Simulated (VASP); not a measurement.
# Pt (P6_3/mmc) in VASP: further runs

The runs below take Pt through single point, with LDA.

Program: VASP 6.6.1. These are calculated values, not measurements. Logs are shortened: lines on timing, memory, paths and dates and some standing lists are left out, and cuts for length are marked.

## Step 1: The cell of the first run

The structure is hexagonal, space group P6_3/mmc (No. 194). Conventional cell: a = 2.825 Å, b = 2.825 Å, c = 4.878 Å, α = 90.00°, β = 90.00°, γ = 120.00°. Pt (site symmetry -6m2) has 12 Pt at 2.83 to 2.93 Å within 3.7 Å.

## Step 2: Single point, LDA, collinear spin, ferromagnetic start

INCAR reads:

```
SYSTEM = Pt
  ALGO = Fast
  EDIFF = 1E-6
  ENCUT = 520
  GGA = CA
  ISIF = 2
  ISMEAR = 0
  ISPIN = 2
  LASPH = .True.
  LCHARG = .False.
  LMAXMIX = 4
  LORBIT = 11
  LREAL = .False.
  LWAVE = .False.
  MAGMOM = 0.2 0.2
  NBANDS = 21
  NELM = 150
  NUPDOWN = 0.4
  PREC = Accurate
  SIGMA = 0.15
```

KPOINTS reads:

```
k-points
0
Gamma
  21 21 10
  0 0 0
```

POSCAR reads:

```
Pt
1.0
    2.8250521638      0.0000000000      0.0000000000
   -1.4125260819      2.4465669409      0.0000000000
    0.0000000000      0.0000000000      4.8781199007
Pt
2
Direct
    0.6666666667      0.3333333333      0.7500000000
    0.3333333333      0.6666666667      0.2500000000
```

Potentials or basis: VASP PAW LDA potentials, release 64 (Pt).

Run with:

```bash
$ cat potpaw_LDA.64/Pt/POTCAR > POTCAR
$ mpirun -np 1 vasp_std > vasp.out
```

OUTCAR:

```text
SYSTEM = Pt
   EDIFF = 1E-6
   ENCUT = 520
   GGA = CA
   ISIF = 2
   ISMEAR = 0
   ISPIN = 2
   LASPH = .True.
   LORBIT = 11
   LREAL = .False.
   NELM = 150
   NUPDOWN = 0.4
   PREC = Accurate

 ion  position               nearest neighbor table
   1  0.667  0.333  0.750-   2 2.93   2 2.93   2 2.93   2 2.93   2 2.93   2 2.93
   2  0.333  0.667  0.250-   1 2.93   1 2.93   1 2.93   1 2.93   1 2.93   1 2.93

  LATTYP: Found a hexagonal cell.
 ALAT       =     2.8250521638
 C/A-ratio  =     1.7267362222

  Lattice vectors:

 A1 = (   2.8250521638,   0.0000000000,   0.0000000000)
 A2 = (  -1.4125260819,   2.4465669409,   0.0000000000)
 A3 = (   0.0000000000,   0.0000000000,   4.8781199007)

Analysis of symmetry for initial positions (statically):
=====================================================================
 Subroutine PRICEL returns:
 Original cell was already a primitive cell.

 Routine SETGRP: Setting up the symmetry group for a
 hexagonal supercell.

 Subroutine GETGRP returns: Found 24 space group operations
 (whereof 12 operations were pure point group operations)
 out of a pool of 24 trial point group operations.

The static configuration has the point symmetry D_3d.
 The point group associated with its full space group is D_6h.

Analysis of symmetry for dynamics (positions and initial velocities):
=====================================================================
 Subroutine PRICEL returns:
 Original cell was already a primitive cell.

 Routine SETGRP: Setting up the symmetry group for a
 hexagonal supercell.

 Subroutine GETGRP returns: Found 24 space group operations
 (whereof 12 operations were pure point group operations)
 out of a pool of 24 trial point group operations.

The dynamic configuration has the point symmetry D_3d.
 The point group associated with its full space group is D_6h.

Analysis of structural, dynamic, and magnetic symmetry:
=====================================================================
 Subroutine PRICEL returns:
 Original cell was already a primitive cell.

 Routine SETGRP: Setting up the symmetry group for a
 hexagonal supercell.

 Subroutine GETGRP returns: Found 24 space group operations
 (whereof 12 operations were pure point group operations)
 out of a pool of 24 trial point group operations.

The overall configuration has the point symmetry D_3d.
 The point group associated with its full space group is D_6h.

 Subroutine INISYM returns: Found 24 space group operations
 (whereof 12 operations are pure point group operations),
 and found     1 'primitive' translations

----------------------------------------------------------------------------------------

                                     Primitive cell

  volume of cell :      33.7160

  direct lattice vectors                    reciprocal lattice vectors
     2.825052164  0.000000000  0.000000000     0.353975765  0.204368003  0.000000000
    -1.412526082  2.446566941  0.000000000     0.000000000  0.408736006  0.000000000
     0.000000000  0.000000000  4.878119901     0.000000000  0.000000000  0.204997011

  length of vectors
     2.825052164  2.825052164  4.878119901     0.408736006  0.408736006  0.204997011

  position of ions in fractional coordinates (direct lattice)
     0.666666667  0.333333333  0.750000000
     0.333333333  0.666666667  0.250000000

  ion indices of the primitive-cell ions
   primitive index   ion index
                 1           1
                 2           2

----------------------------------------------------------------------------------------

 KPOINTS: k-points

Automatic generation of k-mesh.
 Grid dimensions read from file:
 generate k-points for:   21   21   10

 Generating k-lattice:

  Cartesian coordinates                     Fractional coordinates (reciprocal lattice)
     0.016855989  0.009731810  0.000000000     0.047619048  0.000000000  0.000000000
     0.000000000  0.019463619  0.000000000     0.000000000  0.047619048  0.000000000
     0.000000000  0.000000000  0.020499701     0.000000000  0.000000000  0.100000000

  Length of vectors
     0.019463619  0.019463619  0.020499701

  Shift w.r.t. Gamma in fractional coordinates (k-lattice)
     0.000000000  0.000000000  0.000000000

 Subroutine IBZKPT returns following result:
 ===========================================

 Found    288 irreducible k-points:

 Following reciprocal coordinates:
            Coordinates               Weight
  0.000000  0.000000  0.000000      1.000000
  0.047619  0.000000  0.000000      6.000000
  0.095238  0.000000  0.000000      6.000000
  0.142857  0.000000  0.000000      6.000000
  0.190476  0.000000  0.000000      6.000000
  0.238095  0.000000  0.000000      6.000000
[... 16 lines left out ...]
  0.142857  0.095238  0.000000     12.000000
  0.190476  0.095238  0.000000     12.000000
 [... further k-points ...]
   k-points           NKPTS =    288   k-points in BZ     NKDIM =    288   number of bands    NBANDS=     21
   number of dos      NEDOS =    301   number of ions     NIONS =      2
   total plane-waves  NPLWV =  20736
   dimension x,y,z NGX =    24 NGY =   24 NGZ =   36
   dimension x,y,z NGXF=    48 NGYF=   48 NGZF=   72
   ions per type =               2
   NGX,Y,Z   is equivalent  to a cutoff of  14.12, 14.12, 12.27 a.u.
   NGXF,Y,Z  is equivalent  to a cutoff of  28.25, 28.25, 24.54 a.u.
 SYSTEM =  Pt
   PREC   = accura    normal or accurate (medium, high low for compatibility)
   ISTART =      0    job   : 0-new  1-cont  2-samecut
   ICHARG =      2    charge: 1-file 2-atom 10-const
   ISPIN  =      2    spin polarized calculation?
   LNONCOLLINEAR =      F non collinear calculations
   LSORBIT =      F    spin-orbit coupling
   LASPH  =      T    aspherical Exc in radial PAW
   ENCUT  =  520.0 eV  38.22 Ry    6.18 a.u.   5.25  5.25  9.07*2*pi/ulx,y,z
   NELM   =    150;   NELMIN=  2; NELMDL= -5     # of ELM steps
   EDIFF  = 0.1E-05   stopping-criterion for ELM
   LREAL  =      F    real-space projection
   EDIFFG = 0.1E-04   stopping-criterion for IOM
   NSW    =      0    number of steps for IOM
   IBRION =     -1    ionic relax: 0-MD 1-quasi-New 2-CG
   NFREE  =      0    steps in history (QN), initial steepest desc. (CG)
   ISIF   =      2    stress and relaxation
   ISYM   =      2    0-nonsym 1-usesym 2-fastsym
   POTIM  = 0.5000    time-step for ionic-motion
   TEBEG  =    0.0;   TEEND  =   0.0 temperature during run
   PSTRESS=    0.0 pullay stress
   NELECT =      20.0000    total number of electrons
   NUPDOWN=       0.4000    fix difference up-down
   EMIN   =  10.00;   EMAX   =-10.00  energy-range for DOS
   EFERMI =   0.00;   METHOD = LEGACY
   ISMEAR =     0;   SIGMA  =   0.15  broadening in eV -4-tet -1-fermi 0-gaus
   EFERMI_NEDOS =   21; number of points for ismear=-14 and -15
   IALGO  =     68    algorithm
   IMIX   =      4    mixing-type and parameters
     AMIX     =   0.40;   BMIX     =  1.00
     AMIX_MAG =   1.60;   BMIX_MAG =  1.00
  volume/ion in A,a.u.               =      16.86       113.76
  Fermi-wavevector in a.u.,A,eV,Ry     =   1.375539  2.599391 25.743675  1.892107
  Thomas-Fermi vector in A             =   2.500865
   LORBIT       =     11    0 simple, 1 ext, 2 COOP (PROOUT), +10 PAW based schemes
   GGA     = CA    functional components
   LHFCALC =     F    Hartree Fock is set to
   AEXX    =    0.0000 exact exchange contribution
   IVDW    =     0    specifies the selected vdW correction
   LEPSILON=     F    determine dielectric tensor
   LRPA    =     F    only Hartree local field effects (RPA)
 spin polarized calculation
 RMM-DIIS sequential band-by-band and
 Gauss-broadening in eV      SIGMA  =   0.15
  energy-cutoff  :      520.00
  volume of cell :       33.72
 maximum number of plane-waves:       926
 NGX is ok and might be reduce to    24
   NGX = 11   NGY = 11   NGZ = 19

 number of electron      19.9999995 magnetization       0.4000000

 Free energy of the ion-electron system (eV)
  ---------------------------------------------------
  ext. energy  EPLUGINS =         0.00000000
  ---------------------------------------------------
  free energy    TOTEN  =       -14.52491148 eV

  energy without entropy =      -14.47692040  energy(sigma->0) =      -14.50091594

 E-fermi :   9.0445     XC(G=0): -13.0449

 val. band max:        9.1054467966   @ k =   0.3333   0.0952   0.3000
 cond. band min:       9.0520851501   @ k =   0.1905   0.1905   0.5000
 fundamental gap:     -0.0533616465
 Fermi energy:         9.1069736033

 spin component 1

 k-point     1 :       0.0000    0.0000    0.0000
  band No.  band energies     occupation
      1       0.0140      1.00000
      2       2.5875      1.00000
      3       5.4848      1.00000
      4       5.9372      1.00000
      5       5.9372      1.00000
      6       6.2684      1.00000
[... 13 lines left out ...]
     20      31.0771      0.00000
     21      32.4218      0.00000
[... 529 lines left out ...]
 k-point    24 :       0.1905    0.0952    0.0000
  band No.  band energies     occupation
      1       1.9268      1.00000
      2       3.9429      1.00000
      3       5.0275      1.00000
      4       5.2190      1.00000
      5       5.6479      1.00000
      6       6.3504      1.00000
[... 13 lines left out ...]
     20      29.2726      0.00000
     21      29.9132      0.00000

 [... further k-points ...]

 spin component 2

 k-point     1 :       0.0000    0.0000    0.0000
  band No.  band energies     occupation
      1       0.0546      1.00000
      2       2.6644      1.00000
      3       5.5998      1.00000
      4       6.0444      1.00000
      5       6.0444      1.00000
      6       6.3780      1.00000
[... 13 lines left out ...]
     20      31.1167      0.00000
     21      32.4492      0.00000
[... 529 lines left out ...]
 k-point    24 :       0.1905    0.0952    0.0000
  band No.  band energies     occupation
      1       1.9704      1.00000
      2       4.0307      1.00000
      3       5.1243      1.00000
      4       5.3020      1.00000
      5       5.7498      1.00000
      6       6.4535      1.00000
[... 13 lines left out ...]
     20      29.3187      0.00000
     21      29.9664      0.00000

 [... further k-points ...]

------------------------ aborting loop because EDIFF is reached ----------------------------------------

  FORCE on cell =-STRESS in cart. coord.  units (eV):
  Direction    XX          YY          ZZ          XY          YZ          ZX
  --------------------------------------------------------------------------------------
  -------------------------------------------------------------------------------------
  Total       -5.7072267     -5.7072267     -5.3098656      0.0000000      0.0000000      0.0000000
  in kB     -271.2062286   -271.2062286   -252.3237135      0.0000000      0.0000000      0.0000000
  external PRESSURE =    -264.9120569 kB  Pullay stress =       0.0000000 kB

 VOLUME and BASIS-vectors are now :
 -----------------------------------------------------------------------------
  energy-cutoff  :      520.00
  volume of cell :       33.72
      direct lattice vectors                 reciprocal lattice vectors
     2.825052164  0.000000000  0.000000000     0.353975765  0.204368003  0.000000000
    -1.412526082  2.446566941  0.000000000     0.000000000  0.408736006  0.000000000
     0.000000000  0.000000000  4.878119901     0.000000000  0.000000000  0.204997011

 POSITION                                       TOTAL-FORCE (eV/Angst)
 -----------------------------------------------------------------------------------
      1.41253      0.81552      3.65859         0.000000     -0.000000      0.000000
     -0.00000      1.63104      1.21953        -0.000000      0.000000      0.000000
 -----------------------------------------------------------------------------------
    total drift:                                0.000000     -0.000000      0.000000

  FREE ENERGIE OF THE ION-ELECTRON SYSTEM (eV)
  ---------------------------------------------------
  free  energy   TOTEN  =       -14.5249114842 eV

  energy  without entropy=      -14.4769203959  energy(sigma->0) =      -14.50091594

 total charge

# of ion       s       p       d       tot
------------------------------------------
    1        0.588   0.484   7.979   9.050
    2        0.588   0.484   7.979   9.050
--------------------------------------------------
tot          1.175   0.968  15.958  18.101

 magnetization (x)

# of ion       s       p       d       tot
------------------------------------------
    1        0.001  -0.001   0.197   0.197
    2        0.001  -0.001   0.197   0.197
--------------------------------------------------
tot          0.002  -0.002   0.394   0.395
```

Wall time 7.9 min (1 thread of Oxide Virtual Turin-like, shared host); peak memory 0.32 GiB.

What came out:

- Free energy: -14.5249 eV
- Pressure: -26.5 GPa
- Net moment: 0.40 μB per cell
- Site moments: Pt +0.20 μB
- Valence electrons inside the program's atomic spheres: Pt 9.05

Stress tensor (GPa, compression positive):
```
-27.12   0.00   0.00
  0.00 -27.12   0.00
  0.00   0.00 -25.23
```

Caveat: spin-orbit coupling is left out, which moves the levels of the heavy elements; the total moment is fixed, so each spin has its own Fermi level.

## Step 3: Single point, LDA, collinear spin, ferromagnetic start

INCAR reads:

```
SYSTEM = Pt
PREC     = Accurate       ! precision mode
ENCUT    = 520            ! plane-wave cutoff, eV
EDIFF    = 1E-7           ! SCF threshold, eV
ISMEAR   = 0              ! smearing method
SIGMA    = 0.15           ! smearing width, eV
LREAL    = .FALSE.        ! projectors in reciprocal space
LASPH    = .TRUE.         ! aspherical terms in the spheres
NELM     = 150            ! most SCF steps
ALGO     = Fast           ! electronic algorithm
ISIF     = 2              ! what is computed and relaxed
LWAVE    = .FALSE.        ! write WAVECAR
LCHARG   = .FALSE.        ! write CHGCAR
ISPIN    = 2              ! spin polarisation
MAGMOM   = 0.1 0.1        ! initial moments
LORBIT   = 11             ! projections on sites
NUPDOWN  = 0.2            ! fixed moment
LMAXMIX  = 4              ! l up to which the mixer works
NBANDS   = 21             ! bands
```

KPOINTS reads:

```
Automatic mesh
0
G
  21 21 10
  0 0 0
```

POSCAR is that of step 2.

Potentials or basis: VASP PAW LDA potentials, release 64 (Pt).

Run with:

```bash
$ cat potpaw_LDA.64/Pt/POTCAR > POTCAR
$ mpirun -np 1 vasp_std > vasp.out
```

Run time: 8.2 min. Hardware: 1 thread of Oxide Virtual Turin-like, shared host; peak memory 0.33 GiB.

The run converged. Its results:

```yaml
Free_energy: -14.5295 eV
Pressure: -26.6 GPa
Net_moment: 0.20 μB per cell
Site_moments: Pt +0.10 μB
Valence_electrons_inside_the_program's_atomic_spheres: Pt 9.05
```

Stress tensor (GPa, compression positive):
```
-27.31   0.00   0.00
  0.00 -27.31   0.00
  0.00   0.00 -25.07
```

Caveat: spin-orbit coupling is left out, which moves the levels of the heavy elements; the total moment is fixed, so each spin has its own Fermi level.
